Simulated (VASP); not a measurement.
# Se (P3_121) in VASP: further runs, part 2 of 2

VASP 6.6.1. Earlier steps stand in the parts before.

### 3 Single point, PBEsol+D3(BJ)

This run uses another cell than the first one, of 22.39 Å³/atom.

INCAR

```
SYSTEM = Se
PREC = Accurate ; ENCUT = 520
EDIFF = 1E-6 ; ISMEAR = -1
SIGMA = 0.05 ; LREAL = .False.
LASPH = .True. ; NELM = 60
ALGO = Normal ; ISIF = 2
LWAVE = .False. ; LCHARG = .True.
GGA = PS ; IVDW = 12
LELF = .True. ; LVHAR = .True.
NBANDS = 16
```

KPOINTS

```
Automatic mesh
0
Gamma
  7 7 6
  0 0 0
```

POSCAR

```
Se
1.0
    3.8839629996      0.0000000000      0.0000000000
   -1.9419814998      3.3636106250      0.0000000000
    0.0000000000      0.0000000000      5.1415420346
Se
3
Direct
    0.7389611054      0.7389611054      0.0000000000
    0.0000000000      0.2610388946      0.6666666667
    0.2610388946      0.0000000000      0.3333333333
```

Potentials or basis: VASP PAW PBE potentials, release 64 (Se).

Started as:

```
cat potpaw_PBE.64/Se/POTCAR > POTCAR
mpirun -np 1 vasp_std > vasp.out
```

Wall time 78 s (1 thread of Intel Xeon 8259CL, shared host); peak memory 0.2 GiB.

It converged, with:

| Quantity | Value |
| --- | --- |
| Free energy | -12.5345 eV |
| Pressure | 0.2 GPa |
| Largest force | 0.027 eV/Å |
| Band gap on the k mesh | 0.81 eV (least direct gap 0.96 eV) |
| Dispersion energy per atom | -0.336 eV |

Forces in eV/Å, atoms in the order of the input:
```
Se  -0.014 -0.023  0.000
Se  -0.014  0.023  0.000
Se   0.027  0.000  0.000
```

Stress tensor (GPa, compression positive):
```
0.13 0.00 0.00
0.00 0.13 0.00
0.00 0.00 0.26
```

Levels at points of the mesh, in eV from the valence-band top:
| k point | band 6 | band 7 | band 8 | band 9 | band 10 | band 11 | band 12 | band 13 |
| --- | --- | --- | --- | --- | --- | --- | --- | --- |
| (0.00, 0.00, 0.00) | -3.21 | -1.87 | -1.87 | -0.67 | 1.45 | 1.45 | 2.20 | 6.27 |
| (0.00, 0.00, 0.50) | -3.03 | -1.43 | -1.13 | -1.13 | 0.81 | 0.85 | 0.85 | 5.17 |

Caveat: the PAW data sets were made with another functional, which shifts forces and pressure a little. Expect the measured gap to be larger: semilocal functionals such as PBEsol lack the derivative discontinuity.

### 4 Single point, PBEsol+D4

This run uses another cell than the first one, of 22.87 Å³/atom.

INCAR

```
ALGO     = Normal         # electronic algorithm
EDIFF    = 1E-6           # SCF threshold, eV
ENCUT    = 520            # plane-wave cutoff, eV
GGA      = PS             # functional
ISIF     = 2              # what is computed and relaxed
ISMEAR   = -1             # smearing method
IVDW     = 13             # dispersion correction
LASPH    = True           # aspherical terms in the spheres
LCHARG   = False          # write CHGCAR
LREAL    = False          # projectors in reciprocal space
LWAVE    = False          # write WAVECAR
NBANDS   = 16             # bands
NELM     = 80             # most SCF steps
PREC     = Accurate       # precision mode
SIGMA    = 0.05           # smearing width, eV
```

KPOINTS

```
k-points
0
Gamma
  7 7 6
```

POSCAR

```
Se
1.0
    3.9264061611      0.0000000000      0.0000000000
   -1.9632030805      3.4003674811      0.0000000000
    0.0000000000      0.0000000000      5.1386228492
Se
3
Direct
    0.7424977056      0.7424977056      0.0000000000
    0.0000000000      0.2575022944      0.6666666667
    0.2575022944      0.0000000000      0.3333333333
```

Started as:

```
cat potpaw_PBE.64/Se/POTCAR > POTCAR
mpirun -np 1 vasp_std > vasp.out
```

Wall time 83 s (1 thread of Intel Xeon 8259CL, shared host); peak memory 0.19 GiB.

Results (log left out):

- Free energy: -12.2619 eV
- Pressure: 0.2 GPa
- Largest force: 0.027 eV/Å
- Band gap on the k mesh: 0.83 eV (least direct gap 1.02 eV)
- Dispersion energy per atom: -0.239 eV

Forces on the atoms (eV/Å):
```
Se  -0.014 -0.024  0.000
Se  -0.014  0.024  0.000
Se   0.027  0.000  0.000
```

Stress tensor (GPa, compression positive):
```
0.13 0.00 0.00
0.00 0.13 0.00
0.00 0.00 0.24
```

Levels at points of the mesh, in eV from the valence-band top:
```csv
k point,band 6,band 7,band 8,band 9,band 10,band 11,band 12,band 13
"(0.00, 0.00, 0.00)",-3.28,-1.87,-1.87,-0.63,1.44,1.44,2.14,6.27
"(0.00, 0.00, 0.50)",-3.05,-1.43,-1.20,-1.20,0.83,0.86,0.86,5.27
```

Caveat: the PAW data sets were made with another functional, which shifts forces and pressure a little. A k mesh can miss the band edges.

### 5 Single point, PBEsol

This run uses another cell than the first one, of 27.26 Å³/atom.

INCAR

```
ALGO = Normal ; EDIFF = 1E-6
ENCUT = 520 ; GGA = PS
ISIF = 2 ; ISMEAR = -1
LASPH = T ; LCHARG = T
LELF = T ; LREAL = F
LVHAR = T ; LWAVE = F
NBANDS = 16 ; NELM = 60
PREC = Accurate ; SIGMA = 0.05
```

KPOINTS

```
k-points
0
Gamma
  5 5 4
```

POSCAR

```
Se
1.0
    4.3662000000      0.0000000000      0.0000000000
   -2.1831000000      3.7812401180      0.0000000000
    0.0000000000      0.0000000000      4.9536000000
Se
3
Direct
    0.7746000000      0.7746000000      0.0000000000
    0.0000000000      0.2254000000      0.6666666667
    0.2254000000      0.0000000000      0.3333333333
```

Potentials or basis: VASP PAW PBE potentials, release 64 (Se).

Started as:

```
cat potpaw_PBE.64/Se/POTCAR > POTCAR
mpirun -np 1 vasp_std > vasp.out
```

OUTCAR:

```text
EDIFF = 1E-6
   ENCUT = 520
   GGA = PS
   ISIF = 2
   ISMEAR = -1
   LASPH = T
   LREAL = F
   NELM = 60
   PREC = Accurate

 ion  position               nearest neighbor table
   1  0.775  0.775  0.000-   2 2.37   3 2.37
   2  0.000  0.225  0.667-   1 2.37   3 2.37
   3  0.225  0.000  0.333-   1 2.37   2 2.37

  LATTYP: Found a hexagonal cell.
 ALAT       =     4.3662000000
 C/A-ratio  =     1.1345334616
[... 505 lines left out ...]

------------------------ aborting loop because EDIFF is reached ----------------------------------------

  FORCE on cell =-STRESS in cart. coord.  units (eV):
  Direction    XX          YY          ZZ          XY          YZ          ZX
  --------------------------------------------------------------------------------------
  -------------------------------------------------------------------------------------
  Total       -0.0781129     -0.0781129      0.7218944      0.0000000      0.0000000     -0.0000000
  in kB       -1.5302920     -1.5302920     14.1424755      0.0000000      0.0000000     -0.0000000
  external PRESSURE =       3.6939638 kB  Pullay stress =       0.0000000 kB

 VOLUME and BASIS-vectors are now :
 -----------------------------------------------------------------------------
  energy-cutoff  :      520.00
  volume of cell :       81.78
      direct lattice vectors                 reciprocal lattice vectors
     4.366200000  0.000000000  0.000000000     0.229032110  0.132231751  0.000000000
    -2.183100000  3.781240118  0.000000000     0.000000000  0.264463501  0.000000000
     0.000000000  0.000000000  4.953600000     0.000000000  0.000000000  0.201873385

 POSITION                                       TOTAL-FORCE (eV/Angst)
 -----------------------------------------------------------------------------------
      1.69103      2.92895      0.00000        -0.168081     -0.291124      0.000000
     -0.49207      0.85229      3.30240        -0.168081      0.291124      0.000000
      0.98414      0.00000      1.65120         0.336161     -0.000000     -0.000000
 -----------------------------------------------------------------------------------
    total drift:                                0.000000      0.000000      0.000000

  FREE ENERGIE OF THE ION-ELECTRON SYSTEM (eV)
  ---------------------------------------------------
  free  energy   TOTEN  =       -11.4842812251 eV

  energy  without entropy=      -11.4842803145  energy(sigma->0) =      -11.48428077
```

OSZICAR:

```text
N       E                     dE             d eps       ncg     rms          rms(c)
DAV:   1     0.784556613421E+02    0.78456E+02   -0.70556E+03   544   0.927E+02
DAV:   2    -0.662173941803E+01   -0.85077E+02   -0.81303E+02   704   0.154E+02
DAV:   3    -0.115542746238E+02   -0.49325E+01   -0.49133E+01   704   0.420E+01
DAV:   4    -0.115852432271E+02   -0.30969E-01   -0.30965E-01   728   0.396E+00
DAV:   5    -0.115854654983E+02   -0.22227E-03   -0.22227E-03   720   0.327E-01    0.704E+00
DAV:   6    -0.115131416482E+02    0.72324E-01   -0.35682E-02   664   0.115E+00    0.433E+00
DAV:   7    -0.114849870368E+02    0.28155E-01   -0.72229E-02   648   0.160E+00    0.192E-01
DAV:   8    -0.114842109373E+02    0.77610E-03   -0.85099E-03   632   0.556E-01    0.872E-02
DAV:   9    -0.114842676990E+02   -0.56762E-04   -0.25010E-04   768   0.101E-01    0.286E-02
DAV:  10    -0.114842802077E+02   -0.12509E-04   -0.26851E-05   688   0.338E-02    0.610E-03
DAV:  11    -0.114842813850E+02   -0.11773E-05   -0.50265E-06   736   0.130E-02    0.343E-03
DAV:  12    -0.114842812251E+02    0.15998E-06   -0.10088E-06   416   0.632E-03
   1 F= -.11484281E+02 E0= -.11484281E+02  d E =-.910578E-06
```

Run time: 16 s. Hardware: 1 thread of Intel Xeon Platinum 8259CL at 2.50GHz (Skylake/Cascade Lake), shared host; peak memory 0.19 GiB.

Results:

| Property | Result |
| --- | --- |
| Free energy | -11.4843 eV |
| Pressure | 0.4 GPa |
| Largest force | 0.336 eV/Å |
| Band gap on the k mesh | 1.16 eV (least direct gap 1.30 eV) |

Forces on the atoms (eV/Å):
```
Se  -0.168 -0.291  0.000
Se  -0.168  0.291  0.000
Se   0.336  0.000  0.000
```

Stress tensor (GPa, compression positive):
```
-0.15  0.00  0.00
 0.00 -0.15  0.00
 0.00  0.00  1.41
```

Caveat: the PAW data sets were made with another functional, which shifts forces and pressure a little. A k mesh can miss the band edges.

### 6 The runs side by side

```csv
task,level,cell,k mesh,cutoff (eV),smearing,tolerance level,purpose,passes,dipole correction,gap on the mesh (eV),pressure (GPa),largest force (eV/Å)
relaxation of cell and atoms,PBE,"relaxed from a = 4.507, b = 4.507, c = 5.114 Å, angles 90.0, 90.0, 120.0°, 3 atoms, atomic positions A",7 × 7 × 6,650,gaussian 0.03 eV,tight,cell,3,-,1.19,0.0,-
single point,PBEsol+D3(BJ),"a = 3.884, b = 3.884, c = 5.142 Å, angles 90.0, 90.0, 120.0°, 3 atoms, atomic positions B",7 × 7 × 6,520,fermi-dirac 0.05 eV,-,-,-,no,0.81,0.2,0.03
single point,PBEsol+D4,"a = 3.926, b = 3.926, c = 5.139 Å, angles 90.0, 90.0, 120.0°, 3 atoms, atomic positions C",7 × 7 × 6,520,fermi-dirac 0.05 eV,-,-,-,no,0.83,0.2,0.03
single point,PBEsol,"a = 4.366, b = 4.366, c = 4.954 Å, angles 90.0, 90.0, 120.0°, 3 atoms, atomic positions A",5 × 5 × 4,520,fermi-dirac 0.05 eV,-,-,-,no,1.16,0.4,0.34
```

Alike in all rows: potentials or basis VASP PAW PBE potentials, release 64 (Se); no spin polarisation.

Caveats: the PAW data sets were made with another functional, which shifts forces and pressure a little (at least some runs).

Absolute energies hang on the potentials; compare differences alone.
